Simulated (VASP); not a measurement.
# PbS (I-4m2) in VASP: notebook

PbS is run at these levels: PBE, r2SCAN, HSE06; tasks: single point.

Program: VASP 6.6.1. These are calculated values, not measurements. Logs are shortened: lines on timing, memory, paths and dates and some standing lists are left out, and cuts for length are marked.

## (1) The cell of the first run

It takes space group I-4m2 (No. 119, tetragonal). The conventional cell has a = 4.668 Å, b = 4.668 Å, c = 6.218 Å, α = 90.00°, β = 90.00°, γ = 90.00°. Within 3.7 Å of Pb (site symmetry -4m2) lie 4 S at 2.80 Å. Within 3.7 Å of S (site symmetry -4m2) lie 4 Pb at 2.80 Å.

## (2) Single point, PBE (uniaxial z strain -5.8%)

INCAR

```
PREC = Accurate ; ENCUT = 520
EDIFF = 1E-7 ; ISMEAR = -1
SIGMA = 0.02 ; LREAL = F
LASPH = T ; NELM = 100
ALGO = Normal ; ISIF = 2
LWAVE = F ; LCHARG = F
GGA = PE ; NBANDS = 17
```

KPOINTS

```
regular mesh
0
Gamma
  6 6 6
```

POSCAR

```
PbS
1.0
    0.0000000000      3.3009775035      3.1088606128
    3.3009775035      0.0000000000      3.1088606128
    3.3009775035      3.3009775035      0.0000000000
Pb S
1 1
Direct
    0.0000000000      0.0000000000      0.0000000000
    0.2500000000      0.2500000000      0.2500000000
```

Potentials or basis: VASP PAW PBE potentials, release 64 (Pb_d, S).

Run with:

```bash
> cat potpaw_PBE.64/Pb_d/POTCAR potpaw_PBE.64/S/POTCAR > POTCAR
> mpirun -np 1 vasp_std > vasp.out
```

OUTCAR:

```text
PREC = Accurate
   ENCUT = 520
   EDIFF = 1E-7
   ISMEAR = -1
   LREAL = F
   LASPH = T
   NELM = 100
   ISIF = 2
   GGA = PE

 ion  position               nearest neighbor table
   1  0.000  0.000  0.000-   2 2.80   2 2.80   2 2.80   2 2.80
   2  0.250  0.250  0.250-   1 2.80   1 2.80   1 2.80   1 2.80

  LATTYP: Found a body centered tetragonal cell.
 ALAT       =     4.6682871545
 C/A-ratio  =     1.3319063330

  Lattice vectors:

 A1 = (   0.0000000000,  -3.3009775035,  -3.1088606128)
 A2 = (   0.0000000000,   3.3009775035,  -3.1088606128)
 A3 = (   3.3009775035,   0.0000000000,   3.1088606128)

Analysis of symmetry for initial positions (statically):
=====================================================================
 Subroutine PRICEL returns:
 Original cell was already a primitive cell.

 Routine SETGRP: Setting up the symmetry group for a
 body centered tetragonal supercell.

 Subroutine GETGRP returns: Found  8 space group operations
 (whereof  8 operations were pure point group operations)
 out of a pool of 16 trial point group operations.

The static configuration has the point symmetry D_2d.

Analysis of symmetry for dynamics (positions and initial velocities):
=====================================================================
 Subroutine PRICEL returns:
 Original cell was already a primitive cell.

 Routine SETGRP: Setting up the symmetry group for a
 body centered tetragonal supercell.

 Subroutine GETGRP returns: Found  8 space group operations
 (whereof  8 operations were pure point group operations)
 out of a pool of 16 trial point group operations.

The dynamic configuration has the point symmetry D_2d.

 Subroutine INISYM returns: Found  8 space group operations
 (whereof  8 operations are pure point group operations),
 and found     1 'primitive' translations

----------------------------------------------------------------------------------------

                                     Primitive cell

  volume of cell :      67.7511

  direct lattice vectors                    reciprocal lattice vectors
     0.000000000  3.300977503  3.108860613    -0.151470284  0.151470284  0.160830626
     3.300977503  0.000000000  3.108860613     0.151470284 -0.151470284  0.160830626
     3.300977503  3.300977503  0.000000000     0.151470284  0.151470284 -0.160830626

  length of vectors
     4.534475360  4.534475360  4.668287155     0.267867475  0.267867475  0.267867475

  position of ions in fractional coordinates (direct lattice)
     0.000000000  0.000000000  0.000000000
     0.250000000  0.250000000  0.250000000

  ion indices of the primitive-cell ions
   primitive index   ion index
                 1           1
                 2           2

----------------------------------------------------------------------------------------

 KPOINTS: regular mesh

Automatic generation of k-mesh.
 Grid dimensions read from file:
 generate k-points for:    6    6    6

 Generating k-lattice:

  Cartesian coordinates                     Fractional coordinates (reciprocal lattice)
    -0.025245047  0.025245047  0.026805104     0.166666667  0.000000000  0.000000000
     0.025245047 -0.025245047  0.026805104     0.000000000  0.166666667  0.000000000
     0.025245047  0.025245047 -0.026805104    -0.000000000 -0.000000000  0.166666667

  Length of vectors
     0.044644579  0.044644579  0.044644579

  Shift w.r.t. Gamma in fractional coordinates (k-lattice)
     0.000000000  0.000000000  0.000000000

 Subroutine IBZKPT returns following result:
 ===========================================

 Found     30 irreducible k-points:

 Following reciprocal coordinates:
            Coordinates               Weight
  0.000000  0.000000  0.000000      1.000000
  0.166667 -0.000000  0.000000      8.000000
  0.333333 -0.000000  0.000000      8.000000
  0.500000 -0.000000  0.000000      4.000000
  0.166667  0.166667  0.000000      2.000000
  0.333333  0.166667  0.000000      8.000000
[... 16 lines left out ...]
  0.333333  0.000000  0.333333      4.000000
  0.500000 -0.000000  0.333333     16.000000
 [... further k-points ...]
   k-points           NKPTS =     30   k-points in BZ     NKDIM =     30   number of bands    NBANDS=     17
   number of dos      NEDOS =    301   number of ions     NIONS =      2
   total plane-waves  NPLWV =  46656
   dimension x,y,z NGX =    36 NGY =   36 NGZ =   36
   dimension x,y,z NGXF=    72 NGYF=   72 NGZF=   72
   ions per type =               1   1
   NGX,Y,Z   is equivalent  to a cutoff of  13.20, 13.20, 12.82 a.u.
   NGXF,Y,Z  is equivalent  to a cutoff of  26.40, 26.40, 25.64 a.u.
 SYSTEM =  unknown system
   PREC   = accura    normal or accurate (medium, high low for compatibility)
   ISTART =      0    job   : 0-new  1-cont  2-samecut
   ICHARG =      2    charge: 1-file 2-atom 10-const
   ISPIN  =      1    spin polarized calculation?
   LNONCOLLINEAR =      F non collinear calculations
   LSORBIT =      F    spin-orbit coupling
   LASPH  =      T    aspherical Exc in radial PAW
   ENCUT  =  520.0 eV  38.22 Ry    6.18 a.u.   8.43  8.43  8.68*2*pi/ulx,y,z
   NELM   =    100;   NELMIN=  2; NELMDL= -5     # of ELM steps
   EDIFF  = 0.1E-06   stopping-criterion for ELM
   LREAL  =      F    real-space projection
   EDIFFG = 0.1E-05   stopping-criterion for IOM
   NSW    =      0    number of steps for IOM
   IBRION =     -1    ionic relax: 0-MD 1-quasi-New 2-CG
   NFREE  =      0    steps in history (QN), initial steepest desc. (CG)
   ISIF   =      2    stress and relaxation
   ISYM   =      2    0-nonsym 1-usesym 2-fastsym
   POTIM  = 0.5000    time-step for ionic-motion
   TEBEG  =    0.0;   TEEND  =   0.0 temperature during run
   PSTRESS=    0.0 pullay stress
   NELECT =      20.0000    total number of electrons
   NUPDOWN=      -1.0000    fix difference up-down
   EMIN   =  10.00;   EMAX   =-10.00  energy-range for DOS
   EFERMI =   0.00;   METHOD = LEGACY
   ISMEAR =    -1;   SIGMA  =   0.02  broadening in eV -4-tet -1-fermi 0-gaus
   EFERMI_NEDOS =   21; number of points for ismear=-14 and -15
   IALGO  =     38    algorithm
   IMIX   =      4    mixing-type and parameters
     AMIX     =   0.40;   BMIX     =  1.00
     AMIX_MAG =   1.60;   BMIX_MAG =  1.00
  volume/ion in A,a.u.               =      33.88       228.60
  Fermi-wavevector in a.u.,A,eV,Ry     =   1.090049  2.059894 16.166537  1.188207
  Thomas-Fermi vector in A             =   2.226265
   LORBIT       =      0    0 simple, 1 ext, 2 COOP (PROOUT), +10 PAW based schemes
   GGA     = PE    functional components
   LHFCALC =     F    Hartree Fock is set to
   AEXX    =    0.0000 exact exchange contribution
   IVDW    =     0    specifies the selected vdW correction
   LEPSILON=     F    determine dielectric tensor
   LRPA    =     F    only Hartree local field effects (RPA)
 non-spin polarized calculation
  energy-cutoff  :      520.00
  volume of cell :       67.75
 maximum number of plane-waves:      1844
 NGX is ok and might be reduce to    36
   NGX = 17   NGY = 17   NGZ = 17

 number of electron      20.0000004 magnetization

 Free energy of the ion-electron system (eV)
  ---------------------------------------------------
  ext. energy  EPLUGINS =         0.00000000
  ---------------------------------------------------
  free energy    TOTEN  =        -8.35504262 eV

  energy without entropy =       -8.35504262  energy(sigma->0) =       -8.35504262

 E-fermi :   3.7450     XC(G=0):  -8.1816

 val. band max:        3.4450358768   @ k =  -0.3333   0.1667   0.5000
 cond. band min:       4.0172388038   @ k =   0.5000   0.5000   0.0000
 fundamental gap:      0.5722029270
 Fermi energy:         3.7450320657

 k-point     1 :       0.0000    0.0000    0.0000
  band No.  band energies     occupation
      1     -13.2581      2.00000
      2     -13.2581      2.00000
      3     -13.2412      2.00000
      4     -13.2094      2.00000
      5     -13.1984      2.00000
      6      -9.5570      2.00000
[... 9 lines left out ...]
     16      12.3480      0.00000
     17      12.8277      0.00000

 k-point     2 :       0.1667   -0.0000    0.0000
  band No.  band energies     occupation
      1     -13.2655      2.00000
      2     -13.2536      2.00000
      3     -13.2409      2.00000
      4     -13.2094      2.00000
      5     -13.1973      2.00000
      6      -9.3843      2.00000
[... 9 lines left out ...]
     16      11.5190      0.00000
     17      12.6241      0.00000

 k-point     3 :       0.3333   -0.0000    0.0000
  band No.  band energies     occupation
      1     -13.2854      2.00000
      2     -13.2464      2.00000
      3     -13.2368      2.00000
      4     -13.2075      2.00000
      5     -13.1934      2.00000
      6      -8.9752      2.00000
[... 9 lines left out ...]
     16      11.5818      0.00000
     17      13.1671      0.00000

 k-point     4 :       0.5000   -0.0000    0.0000
  band No.  band energies     occupation
      1     -13.2958      2.00000
      2     -13.2439      2.00000
      3     -13.2354      2.00000
      4     -13.2053      2.00000
      5     -13.1903      2.00000
      6      -8.7209      2.00000
[... 9 lines left out ...]
     16      12.4178      0.00000
     17      12.4957      0.00000
[... 343 lines left out ...]
      1     -13.3141      2.00000
      2     -13.2298      2.00000
      3     -13.2231      2.00000
      4     -13.2172      2.00000
      5     -13.1873      2.00000
      6      -8.3503      2.00000
[... 9 lines left out ...]
     16      13.1360      0.00000
     17      13.2201      0.00000

 k-point    23 :       0.3333    0.0000    0.3333
  band No.  band energies     occupation
      1     -13.3116      2.00000
      2     -13.2279      2.00000
      3     -13.2205      2.00000
      4     -13.2123      2.00000
      5     -13.1952      2.00000
      6      -8.7783      2.00000
[... 9 lines left out ...]
     16      13.2731      0.00000
     17      14.5536      0.00000

 k-point    24 :       0.5000   -0.0000    0.3333
  band No.  band energies     occupation
      1     -13.3179      2.00000
      2     -13.2251      2.00000
      3     -13.2193      2.00000
      4     -13.2114      2.00000
      5     -13.1943      2.00000
      6      -8.4989      2.00000
[... 9 lines left out ...]
     16      12.9640      0.00000
     17      14.1029      0.00000

 [... further k-points ...]
[... 5 lines left out ...]
  --------------------------------------------------------------------------------------
  -------------------------------------------------------------------------------------
  Total        1.3732712      1.3732712      1.2870032      0.0000000      0.0000000      0.0000000
  in kB       32.4751028     32.4751028     30.4350368      0.0000000      0.0000000      0.0000000
  external PRESSURE =      31.7950808 kB  Pullay stress =       0.0000000 kB

 VOLUME and BASIS-vectors are now :
 -----------------------------------------------------------------------------
  energy-cutoff  :      520.00
  volume of cell :       67.75
      direct lattice vectors                 reciprocal lattice vectors
     0.000000000  3.300977503  3.108860613    -0.151470284  0.151470284  0.160830626
     3.300977503  0.000000000  3.108860613     0.151470284 -0.151470284  0.160830626
     3.300977503  3.300977503  0.000000000     0.151470284  0.151470284 -0.160830626

 POSITION                                       TOTAL-FORCE (eV/Angst)
 -----------------------------------------------------------------------------------
      0.00000      0.00000      0.00000        -0.000000     -0.000000      0.000000
      1.65049      1.65049      1.55443         0.000000      0.000000      0.000000
 -----------------------------------------------------------------------------------
    total drift:                                0.000000      0.000000      0.000000

  FREE ENERGIE OF THE ION-ELECTRON SYSTEM (eV)
  ---------------------------------------------------
  free  energy   TOTEN  =        -8.3550426228 eV

  energy  without entropy=       -8.3550426158  energy(sigma->0) =       -8.35504262
```

Wall time 35 s (1 thread of Intel Xeon Platinum 8375C at 2.90GHz (Ice Lake), shared host); peak memory 0.21 GiB.

Results:

```yaml
Free_energy: -8.3550 eV
Pressure: 3.2 GPa
Band_gap_on_the_k_mesh: 0.57 eV (least direct gap 1.15 eV)
```

Stress tensor (GPa, compression positive):
```
3.25 0.00 0.00
0.00 3.25 0.00
0.00 0.00 3.04
```

Caveat: the cell differs from its parent crystal (uniaxial z strain -5.8%); the cell stands under pressure; spin-orbit coupling is left out, which moves the levels of the heavy elements.

## (3) Single point, r2SCAN (uniaxial z strain -5.8%)

POSCAR is that of step 2.

INCAR.step1

```
ALGO = Normal ; EDIFF = 1E-4
ENCUT = 520 ; GGA = PE
ISMEAR = 0 ; LASPH = True
LCHARG = False ; LREAL = False
LWAVE = True ; NBANDS = 17
NELM = 60 ; PREC = Accurate
SIGMA = 0.01
```

INCAR.step2

```
ALGO = Normal ; EDIFF = 1E-6
ENCUT = 520 ; ISIF = 2
ISMEAR = 0 ; ISTART = 1
LASPH = True ; LCHARG = False
LMIXTAU = True ; LREAL = False
LWAVE = False ; METAGGA = R2SCAN
NBANDS = 17 ; NELM = 60
PREC = Accurate ; SIGMA = 0.01
```

KPOINTS

```
k-points
0
Gamma
  6 6 6
```

Potentials or basis: VASP PAW PBE potentials, release 64 (Pb_d, S).

Run with:

```bash
> cat potpaw_PBE.64/Pb_d/POTCAR potpaw_PBE.64/S/POTCAR > POTCAR
> cp INCAR.step1 INCAR
> mpirun -np 1 vasp_std > vasp.out
> cp INCAR.step2 INCAR
> mpirun -np 1 vasp_std > vasp.out
```

Wall time 1.7 min (1 thread of Intel Xeon Platinum 8375C at 2.90GHz (Ice Lake), shared host); peak memory 0.23 GiB.

Results (log left out):

| Property | Result |
| --- | --- |
| Free energy | -65.0810 eV |
| Pressure | 2.5 GPa |
| Band gap on the k mesh | 0.70 eV (least direct gap 1.31 eV) |

Stress tensor (GPa, compression positive):
```
2.57 0.00 0.00
0.00 2.57 0.00
0.00 0.00 2.29
```

Levels at points of the mesh, in eV from the valence-band top:
```
           k point  band 8  band 9  band 10  band 11  band 12  band 13
(0.00, 0.00, 0.00)   -2.12   -2.12    -1.91     2.59     2.77     2.77
(0.50, 0.00, 0.00)   -2.73   -2.49    -2.08     3.37     3.51     3.97
(0.50, 0.50, 0.00)   -3.52   -3.52    -0.72     0.70     5.70     5.70
(0.50, 0.00, 0.50)   -3.31   -3.29    -0.44     0.87     5.47     5.81
```

Caveat: the cell differs from its parent crystal (uniaxial z strain -5.8%); the PAW data sets were made with another functional, which shifts forces and pressure a little; spin-orbit coupling is left out, which moves the levels of the heavy elements. A k mesh can miss the band edges.

## (4) Single point, HSE06 (uniaxial z strain -5.8%)

POSCAR is that of step 3.

INCAR.step1

```
PREC = Accurate
ENCUT = 520
EDIFF = 1E-5
ISMEAR = 0
SIGMA = 0.01
LREAL = False
LASPH = True
NELM = 80
ALGO = Normal
ISIF = 2
LWAVE = True
LCHARG = False
NBANDS = 17
GGA = PE
```

INCAR.step2

```
PREC = Accurate
ENCUT = 520
EDIFF = 1E-6
ISMEAR = 0
SIGMA = 0.01
LREAL = False
LASPH = True
NELM = 80
ALGO = Normal
ISIF = 2
LWAVE = False
LCHARG = False
GGA = PE
LHFCALC = True
HFSCREEN = 0.2079
PRECFOCK = Normal
NBANDS = 17
ISTART = 1
```

KPOINTS

```
Automatic mesh
0
Gamma
  4 4 4
```

Run with:

```bash
> cat potpaw_PBE.64/Pb_d/POTCAR potpaw_PBE.64/S/POTCAR > POTCAR
> cp INCAR.step1 INCAR
> mpirun -np 1 vasp_std > vasp.out
> cp INCAR.step2 INCAR
> mpirun -np 1 vasp_std > vasp.out
```

It took 17 min on 1 thread of Intel Xeon Platinum 8375C at 2.90GHz (Ice Lake), shared host; peak memory 0.32 GiB.

The run converged. Its results:

| Item | Value |
| --- | --- |
| Free energy | -9.9504 eV |
| Pressure | 2.5 GPa |
| Band gap on the k mesh | 0.89 eV (least direct gap 1.66 eV) |

Stress tensor (GPa, compression positive):
```
2.52 0.00 0.00
0.00 2.52 0.00
0.00 0.00 2.37
```

Levels at points of the mesh, in eV from the valence-band top:
```
           k point  band 7  band 8  band 9  band 10  band 11  band 12  band 13  band 14
(0.00, 0.00, 0.00)   -6.32   -2.47   -2.47    -2.26     2.82     2.99     2.99     5.81
(0.50, 0.00, 0.00)   -8.71   -3.11   -2.87    -2.33     3.61     3.77     4.27     7.55
(0.50, 0.50, 0.00)   -9.03   -3.95   -3.95    -0.92     0.89     6.04     6.04     6.71
(0.50, 0.00, 0.50)   -9.22   -3.72   -3.72    -0.62     1.04     5.82     6.15     6.40
```

Caveat: the k points lie up to 0.42 Å⁻¹ apart; the cell differs from its parent crystal (uniaxial z strain -5.8%); the PAW data sets were made with another functional, which shifts forces and pressure a little; spin-orbit coupling is left out, which moves the levels of the heavy elements. A k mesh can miss the band edges.

## (5) Overview

| level | k mesh | smearing | grid for exact exchange (PRECFOCK) | share of exact exchange | screening parameter | gap on the mesh (eV) | pressure (GPa) |
| --- | --- | --- | --- | --- | --- | --- | --- |
| PBE | 6 × 6 × 6 | fermi-dirac 0.02 eV | - | - | - | 0.57 | 3.2 |
| r2SCAN | 6 × 6 × 6 | gaussian 0.01 eV | - | - | - | 0.70 | 2.5 |
| HSE06 | 4 × 4 × 4 | gaussian 0.01 eV | Normal | 0.25 | 0.2079 1/Å | 0.89 | 2.5 |

Alike in all rows: task single point; potentials or basis VASP PAW PBE potentials, release 64 (Pb_d, S); no spin polarisation; cell as given; cutoff (eV) 520.

Caveats: some runs use coarse meshes; spin-orbit coupling is left out, which moves the levels of the heavy elements; the PAW data sets were made with another functional, which shifts forces and pressure a little (at least some runs); the cell stands under pressure (at least some runs).

Total energies depend on the potentials used, so only differences within one code and one set of settings carry meaning.
